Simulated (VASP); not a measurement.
Input of a VASP 6.6.1 run:

INCAR

```
PREC = Accurate
ENCUT = 520
EDIFF = 1E-8
ISMEAR = -1
SIGMA = 0.05
LREAL = False
LASPH = True
NELM = 80
ALGO = Normal
ISIF = 2
LWAVE = False
LCHARG = False
GGA = PE
LEFG = True
NBANDS = 16
```

KPOINTS

```
Automatic mesh
0
Gamma
  13 13 13
```

The input POSCAR:

```
TiN
1.0
    0.0000000000      2.1360533897      2.1360533897
    2.1360533897      0.0000000000      2.1360533897
    2.1360533897      2.1360533897      0.0000000000
Ti N
1 1
Direct
    0.0000000000      0.0000000000      0.0000000000
    0.5000000000      0.5000000000      0.5000000000
```

Potentials or basis: VASP PAW PBE potentials, release 64 (Ti_sv, N).

Run with:

```bash
$ cat potpaw_PBE.64/Ti_sv/POTCAR potpaw_PBE.64/N/POTCAR > POTCAR
$ mpirun -np 1 vasp_std > vasp.out
```

Task: Estimate the pressure.

Result: -4.3 GPa.

Caveat: without QUAD_EFG the Cq values of the log hold for a quadrupole moment of 1 mb, not for the nuclei.
